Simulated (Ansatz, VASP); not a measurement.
One calculation of Sn, two programs

```
Sn
1.0
     0.00000    3.23808    3.23808
     3.23808    0.00000    3.23808
     3.23808    3.23808    0.00000
Sn
2
Direct
  0.50000 0.50000 0.50000
  0.75000 0.75000 0.75000
```

Alike in both runs: task single point; functional LDA; k mesh 9 × 9 × 9; occupations fermi-dirac, width 0.1 eV; no spin polarisation.

|  | VASP | Ansatz |
| --- | --- | --- |
| version | VASP 6.6.1 | Ansatz 0.2.0 |
| potentials or method | VASP PAW LDA potentials, release 64 (Sn_d), cutoff 520 eV | plane waves (800 eV) with PAW, scalar-relativistic |
| valence electrons in the cell | 28 | 28 |

```csv
,VASP,Ansatz,Ansatz less VASP
pressure (GPa),0.0,0.0,-0.02
```

Ansatz warns that its potentials were made for another functional, while VASP's fit it. LDA's correlation is that of Perdew and Zunger in VASP and of Perdew and Wang (1992) in Ansatz.
